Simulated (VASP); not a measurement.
A run of VASP 6.6.1:

The input POSCAR:

```
RbBr
1.0
    0.0000000000      3.4608260516      3.4608260516
    3.4608260516      0.0000000000      3.4608260516
    3.4608260516      3.4608260516      0.0000000000
Rb Br
1 1
Direct
    0.0000000000      0.0000000000      0.0000000000
    0.5000000000      0.5000000000      0.5000000000
```

The input INCAR.step1:

```
SYSTEM = RbBr
PREC = Accurate
ENCUT = 520
ISMEAR = 0
SIGMA = 0.01
LREAL = .False.
LASPH = .True.
NELM = 100
NBANDS = 15
GGA = PE
ALGO = Normal
EDIFF = 1E-4
LWAVE = .True.
LCHARG = .False.
```

The input INCAR.step2:

```
SYSTEM = RbBr
PREC = Accurate
ENCUT = 520
EDIFF = 1E-7
ISMEAR = 0
SIGMA = 0.01
LREAL = .False.
LASPH = .True.
NELM = 100
ALGO = Normal
ISIF = 2
LWAVE = .False.
LCHARG = .True.
METAGGA = R2SCAN
LMIXTAU = .True.
LELF = .True.
LVHAR = .True.
NBANDS = 15
ISTART = 1
```

Contents of KPOINTS:

```
Automatic mesh
0
Gamma
  6 6 6
  0 0 0
```

Potentials or basis: VASP PAW PBE potentials, release 64 (Rb_sv, Br).

The run is started by

```sh
$ cat potpaw_PBE.64/Rb_sv/POTCAR potpaw_PBE.64/Br/POTCAR > POTCAR
$ cp INCAR.step1 INCAR
$ mpirun -np 1 vasp_std > vasp.out
$ cp INCAR.step2 INCAR
$ mpirun -np 1 vasp_std > vasp.out
```

Hardware: 1 thread of Intel Xeon 6975P-C (shared host).

Task: How long does it take, and how much memory?

Result: Wall time 52 s on 1 thread of Intel Xeon 6975P-C, on a shared host, peak memory 0.22 GiB. Counts: k points 16.
